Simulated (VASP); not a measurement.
# Al3BP4 (P-43m) in VASP: notebook, part 2 of 2

VASP 6.6.1.

## Step 3: Single point, PBE

This run uses another cell than the first one, of 18.35 Å³/atom.

Contents of INCAR:

```
PREC = Accurate
ENCUT = 520
EDIFF = 1E-7
ISMEAR = 0
SIGMA = 0.1
LREAL = False
LASPH = True
NELM = 100
ALGO = Normal
ISIF = 2
LWAVE = False
LCHARG = False
GGA = PE
NBANDS = 26
```

Contents of KPOINTS:

```
Automatic mesh
0
Gamma
  4 4 4
```

Contents of POSCAR:

```
Al3BP4
1.0
    5.2756374799      0.0000000000      0.0000000000
    0.0000000000      5.2756374799      0.0000000000
    0.0000000000      0.0000000000      5.2756374799
Al B P
3 1 4
Direct
    0.5000000000      0.0000000000      0.5000000000
    0.5000000000      0.5000000000      0.0000000000
    0.0000000000      0.5000000000      0.5000000000
    0.0000000000      0.0000000000      0.0000000000
    0.2259122254      0.7740877746      0.7740877746
    0.2259122254      0.2259122254      0.2259122254
    0.7740877746      0.7740877746      0.2259122254
    0.7740877746      0.2259122254      0.7740877746
```

Potentials or basis: VASP PAW PBE potentials, release 64 (Al, B, P).

Run with:

```bash
$ cat potpaw_PBE.64/Al/POTCAR potpaw_PBE.64/B/POTCAR potpaw_PBE.64/P/POTCAR > POTCAR
$ mpirun -np 1 vasp_std > vasp.out
```

It took 66 s on 1 thread of Intel Xeon 8259CL, shared host; peak memory 0.25 GiB.

Results (log left out):

```
Free energy            : -42.7673 eV
Pressure               : 0.0 GPa
Band gap on the k mesh : 1.04 eV (least direct gap 1.41 eV)
```

Levels at points of the mesh, in eV from the valence-band top:
```tsv
k point	band 12	band 13	band 14	band 15	band 16	band 17	band 18	band 19	band 20	band 21
(0.00, 0.00, 0.00)	-2.24	-2.24	0.00	0.00	0.00	1.41	1.41	1.41	1.50	2.15
(0.50, 0.00, 0.00)	-2.96	-1.92	-1.92	-1.05	-1.05	1.91	2.40	3.76	4.13	4.18
(0.50, 0.50, 0.00)	-2.75	-1.48	-1.48	-1.00	-0.47	2.58	2.77	3.91	3.91	4.73
(0.50, 0.50, 0.50)	-0.74	-0.74	-0.74	-0.58	-0.58	1.04	2.97	2.97	2.97	4.07
```

## Step 4: Single point, PBE

This run uses another cell than the first one, of 18.36 Å³/atom.

Contents of INCAR:

```
SYSTEM = Al3BP4
ALGO = Normal ; EDIFF = 1E-6
ENCUT = 520 ; GGA = PE
ISIF = 2 ; ISMEAR = 0
LASPH = .TRUE. ; LCHARG = .FALSE.
LREAL = .FALSE. ; LWAVE = .FALSE.
NBANDS = 26 ; NELM = 80
PREC = Accurate ; SIGMA = 0.02
```

Contents of KPOINTS:

```
k-points
0
G
  6 6 6
  0 0 0
```

Contents of POSCAR:

```
Al3BP4
1.0
    5.2766422222      0.0000000000      0.0000000000
    0.0000000000      5.2766422222      0.0000000000
    0.0000000000      0.0000000000      5.2766422222
Al B P
3 1 4
Direct
    0.5000000000      0.0000000000      0.5000000000
    0.5000000000      0.5000000000      0.0000000000
    0.0000000000      0.5000000000      0.5000000000
    0.0000000000      0.0000000000      0.0000000000
    0.2259145089      0.7740854911      0.7740854911
    0.2259145089      0.2259145089      0.2259145089
    0.7740854911      0.7740854911      0.2259145089
    0.7740854911      0.2259145089      0.7740854911
```

Run with:

```bash
$ cat potpaw_PBE.64/Al/POTCAR potpaw_PBE.64/B/POTCAR potpaw_PBE.64/P/POTCAR > POTCAR
$ mpirun -np 1 vasp_std > vasp.out
```

Run time: 99 s. Hardware: 1 thread of Intel Xeon 8259CL, shared host; peak memory 0.27 GiB.

The run converged. Its results:

```yaml
Free_energy: -42.7736 eV
Pressure: -0.1 GPa
Band_gap_on_the_k_mesh: 1.04 eV (least direct gap 1.42 eV)
```

Forces in eV/Å, atoms in the order of the input:
```
Al   0.000  0.000  0.000
Al   0.000  0.000  0.000
Al   0.000  0.000  0.000
B    0.000  0.000  0.000
P    0.001 -0.001 -0.001
P    0.001  0.001  0.001
P   -0.001 -0.001  0.001
P   -0.001  0.001 -0.001
```

Levels at points of the mesh, in eV from the valence-band top:
```tsv
k point	band 12	band 13	band 14	band 15	band 16	band 17	band 18	band 19	band 20	band 21
(0.00, 0.00, 0.00)	-2.24	-2.24	0.00	0.00	0.00	1.42	1.42	1.42	1.51	2.15
(0.50, 0.00, 0.00)	-2.95	-1.92	-1.92	-1.05	-1.05	1.91	2.40	3.76	4.13	4.18
(0.50, 0.50, 0.00)	-2.75	-1.48	-1.48	-1.00	-0.47	2.58	2.76	3.91	3.91	4.73
(0.50, 0.50, 0.50)	-0.74	-0.74	-0.74	-0.57	-0.57	1.04	2.97	2.97	2.97	4.07
```

## Step 5: Relaxation of cell and atoms, PBE

Contents of INCAR:

```
ALGO = Normal
EDIFF = 1E-6
EDIFFG = -0.04
ENCUT = 600
GGA = PE
IBRION = 2
ISIF = 3
ISMEAR = 0
LASPH = T
LCHARG = F
LREAL = F
LWAVE = F
NELM = 100
NSW = 90
PREC = Accurate
SIGMA = 0.1
```

Contents of KPOINTS:

```
k-points
0
Gamma
  4 4 4
```

Contents of POSCAR:

```
Al3BP4
1.0
    5.1262531100      0.0000000000      0.0000000000
    0.0000000000      5.1262531100      0.0000000000
    0.0000000000      0.0000000000      5.1262531100
Al B P
3 1 4
Direct
    0.5000000000      0.0000000000      0.5000000000
    0.5000000000      0.5000000000      0.0000000000
    0.0000000000      0.5000000000      0.5000000000
    0.0000000000      0.0000000000      0.0000000000
    0.2500000000      0.7500000000      0.7500000000
    0.2500000000      0.2500000000      0.2500000000
    0.7500000000      0.7500000000      0.2500000000
    0.7500000000      0.2500000000      0.7500000000
```

Run with:

```bash
$ cat potpaw_PBE.64/Al/POTCAR potpaw_PBE.64/B/POTCAR potpaw_PBE.64/P/POTCAR > POTCAR
$ mpirun -np 1 vasp_std > vasp.out
```

Run time: 4.8 min. Hardware: 1 thread of Intel Xeon 8259CL, shared host; peak memory 0.28 GiB.

The run converged. Its results:

- Free energy: -42.7672 eV
- Relaxed volume: 18.41 Å³/atom
- Relaxed cell: a = 5.281 Å, b = 5.281 Å, c = 5.281 Å, α = 90.00°, β = 90.00°, γ = 90.00°
- Space group after relaxing (to 0.1 Å): P-43m (No. 215)
- Energy gained by relaxing: 235.7 meV/atom
- Ionic steps: 6
- Pressure after relaxing: -0.3 GPa
- Band gap on the k mesh: 1.03 eV (least direct gap 1.42 eV)

Step by step:
| step | energy change (eV) | largest force (eV/Å) | pressure (GPa) | volume (Å³) |
| --- | --- | --- | --- | --- |
| 1 | 0.0000 | 3.2110 | 14.17 | 134.71 |
| 2 | -1.2285 | 0.5403 | -8.72 | 165.89 |
| 3 | -1.4789 | 1.2044 | -3.99 | 155.68 |
| 4 | -1.8376 | 0.4470 | -1.74 | 149.95 |
| 5 | -1.8858 | 0.0584 | -0.24 | 147.12 |
| 6 | -1.8858 | 0.0259 | -0.33 | 147.29 |

Final structure:
```
Al B P
1.0
     5.28108    0.00000    0.00000
     0.00000    5.28108    0.00000
     0.00000    0.00000    5.28108
Al B P
3 1 4
Cartesian
  2.6405 0.0000 2.6405
  2.6405 2.6405 0.0000
  0.0000 2.6405 2.6405
  0.0000 0.0000 0.0000
  1.1923 4.0888 4.0888
  1.1923 1.1923 1.1923
  4.0888 4.0888 1.1923
  4.0888 1.1923 4.0888
```

Levels at points of the mesh, in eV from the valence-band top:
| k point | band 14 | band 15 | band 16 | band 17 | band 18 | band 19 |
| --- | --- | --- | --- | --- | --- | --- |
| (0.00, 0.00, 0.00) | 0.00 | 0.00 | 0.00 | 1.42 | 1.42 | 1.42 |
| (0.50, 0.00, 0.00) | -1.92 | -1.05 | -1.05 | 1.91 | 2.40 | 3.76 |
| (0.50, 0.50, 0.00) | -1.47 | -1.00 | -0.47 | 2.58 | 2.75 | 3.91 |
| (0.50, 0.50, 0.50) | -0.73 | -0.57 | -0.57 | 1.03 | 2.95 | 2.95 |

A k mesh can miss the band edges.

## Step 6: Relaxation of cell and atoms, PBE

This run uses another cell than the first one, of 18.35 Å³/atom.

Contents of INCAR:

```
PREC = Accurate
ENCUT = 600
EDIFF = 1E-6
ISMEAR = 0
SIGMA = 0.02
LREAL = False
LASPH = True
NELM = 80
ALGO = Normal
ISIF = 3
LWAVE = False
LCHARG = False
GGA = PE
IBRION = 2
NSW = 100
EDIFFG = -0.01
```

Contents of KPOINTS:

```
regular mesh
0
Gamma
  6 6 6
```

Contents of POSCAR:

```
Al3BP4
1.0
    5.2756374799      0.0000000000      0.0000000000
    0.0000000000      5.2756374799      0.0000000000
    0.0000000000      0.0000000000      5.2756374799
Al B P
3 1 4
Direct
    0.5000000000      0.0000000000      0.5000000000
    0.5000000000      0.5000000000      0.0000000000
    0.0000000000      0.5000000000      0.5000000000
    0.0000000000      0.0000000000      0.0000000000
    0.2259122254      0.7740877746      0.7740877746
    0.2259122254      0.2259122254      0.2259122254
    0.7740877746      0.7740877746      0.2259122254
    0.7740877746      0.2259122254      0.7740877746
```

Potentials or basis: VASP PAW PBE potentials, release 64 (Al, B, P).

Run with:

```bash
$ cat potpaw_PBE.64/Al/POTCAR potpaw_PBE.64/B/POTCAR potpaw_PBE.64/P/POTCAR > POTCAR
$ mpirun -np 1 vasp_std > vasp.out
```

Run time: 1.9 min. Hardware: 1 thread of Intel Xeon 8259CL, shared host; peak memory 0.29 GiB.

It converged, with:

| Quantity | Value |
| --- | --- |
| Free energy | -42.7755 eV |
| Pressure after relaxing | 0.0 GPa |
| Band gap on the k mesh | 1.04 eV (least direct gap 1.42 eV) |

Final structure:
```
Al B P
1.0
     5.27564    0.00000    0.00000
     0.00000    5.27564    0.00000
     0.00000    0.00000    5.27564
Al B P
3 1 4
Direct
  0.50000 0.00000 0.50000
  0.50000 0.50000 0.00000
  0.00000 0.50000 0.50000
  0.00000 0.00000 0.00000
  0.22591 0.77409 0.77409
  0.22591 0.22591 0.22591
  0.77409 0.77409 0.22591
  0.77409 0.22591 0.77409
```

Levels at points of the mesh, in eV from the valence-band top:
| k point | band 12 | band 13 | band 14 | band 15 | band 16 | band 17 | band 18 | band 19 | band 20 | band 21 |
| --- | --- | --- | --- | --- | --- | --- | --- | --- | --- | --- |
| (0.00, 0.00, 0.00) | -2.24 | -2.24 | 0.00 | 0.00 | 0.00 | 1.42 | 1.42 | 1.42 | 1.50 | 2.15 |
| (0.50, 0.00, 0.00) | -2.96 | -1.92 | -1.92 | -1.05 | -1.05 | 1.91 | 2.40 | 3.76 | 4.14 | 4.18 |
| (0.50, 0.50, 0.00) | -2.75 | -1.48 | -1.48 | -1.00 | -0.47 | 2.59 | 2.77 | 3.91 | 3.91 | 4.73 |
| (0.50, 0.50, 0.50) | -0.74 | -0.74 | -0.74 | -0.58 | -0.58 | 1.04 | 2.97 | 2.97 | 2.97 | 4.07 |

A k mesh can miss the band edges.

## Step 7: Overview

```csv
task,cell,k mesh,cutoff (eV),smearing,gap on the mesh (eV),pressure (GPa),relaxed volume (Å³/atom)
single point,"a = 5.126 Å, 8 atoms, atomic positions A",4 × 4 × 4,520,gaussian 0.1 eV,0.93,14.2,-
single point,"a = 5.276 Å, 8 atoms, atomic positions B",4 × 4 × 4,520,gaussian 0.1 eV,1.04,0.0,-
single point,"a = 5.277 Å, 8 atoms, atomic positions B",6 × 6 × 6,520,gaussian 0.02 eV,1.04,-0.1,-
relaxation of cell and atoms,"relaxed from a = 5.126 Å, 8 atoms, atomic positions A",4 × 4 × 4,600,gaussian 0.1 eV,1.03,-0.3,18.41
relaxation of cell and atoms,"relaxed from a = 5.276 Å, 8 atoms, atomic positions B",6 × 6 × 6,600,gaussian 0.02 eV,1.04,0.0,18.35
```

Alike in all rows: level PBE; potentials or basis VASP PAW PBE potentials, release 64 (Al, B, P); no spin polarisation.

Caveats: the cell stands under pressure (at least some runs).

Absolute energies hang on the potentials; compare differences alone.
